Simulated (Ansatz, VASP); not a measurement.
**One calculation of BaS, two programs**

The input POSCAR:

```
BaS
1.0
    0.0000000000      3.2135629450      3.2135629450
    3.2135629450      0.0000000000      3.2135629450
    3.2135629450      3.2135629450      0.0000000000
Ba S
1 1
Direct
    0.5000000000      0.5000000000      0.5000000000
    0.0000000000      0.0000000000      0.0000000000
```

File INCAR.step1:

```
ALGO = Normal
EDIFF = 1E-4
ENCUT = 520
GGA = PE
ISMEAR = 0
LASPH = True
LCHARG = False
LREAL = False
LWAVE = True
NBANDS = 15
NELM = 80
PREC = Accurate
SIGMA = 0.02
```

The input INCAR.step2:

```
ALGO = Normal
EDIFF = 1E-6
ENCUT = 520
ISIF = 2
ISMEAR = 0
ISTART = 1
LASPH = True
LCHARG = True
LELF = True
LMIXTAU = True
LREAL = False
LVHAR = True
LWAVE = False
METAGGA = R2SCAN
NBANDS = 15
NELM = 80
PREC = Accurate
SIGMA = 0.02
```

KPOINTS

```
k-points
0
Gamma
  8 8 8
```

Input for Ansatz:

```yaml
crystal:
  lattice:
    - [0.0, 3.213562945, 3.213562945]
    - [3.213562945, 0.0, 3.213562945]
    - [3.213562945, 3.213562945, 0.0]
  atoms:
    - { symbol: Ba, position: [0.5, 0.5, 0.5] }
    - { symbol: S, position: [0.0, 0.0, 0.0] }
basis:
  ecutwfc: 500
kpoints:
  mp_grid: { grid: [8, 8, 8] }
  band_path:
    path:
      - [[0.0, 0.0, 0.0], [0.5, 0.0, 0.5], [0.625, 0.25, 0.625]]
      - [[0.375, 0.375, 0.75], [0.0, 0.0, 0.0], [0.5, 0.5, 0.5], [0.5, 0.25, 0.75], [0.5, 0.0, 0.5]]
    npoints: 14
hamiltonian:
  xc: r2scan
scf:
  occupations: { method: gaussian, width: 0.02 }
  n_extra_bands: 6
output:
  forces: true
  stress: true
  eigenvalues: true
  populations: true
  dos: { projected: true, de: 0.02, nscf_kmesh: { grid: [12, 12, 12] } }
  bader: true
  write_density: true
  write_potential: true
  elf: true
  volumetric_format: npy
```

Alike in both runs: task single point; functional r2SCAN; k mesh 8 × 8 × 8; occupations gaussian, width 0.02 eV; no spin polarisation.

|  | VASP | Ansatz |
| --- | --- | --- |
| version | VASP 6.6.1 | Ansatz 0.2.0 |
| potentials or method | VASP PAW PBE potentials, release 64 (Ba_sv, S), cutoff 520 eV | scalar-relativistic, plane waves, PAW |
| valence electrons in the cell | 16 | 16 |

|  | VASP | Ansatz | Ansatz less VASP |
| --- | --- | --- | --- |
| gap on the k mesh at the Fermi level (eV) | 2.49 | 2.58 | +0.086 |
| least direct gap on the mesh (eV) | 2.64 | 2.70 | +0.057 |
| pressure (GPa) | 0.5 | 0.0 | -0.55 |

VASP's potentials were made for PBE, not for r2SCAN.

Spin-orbit coupling is off throughout.
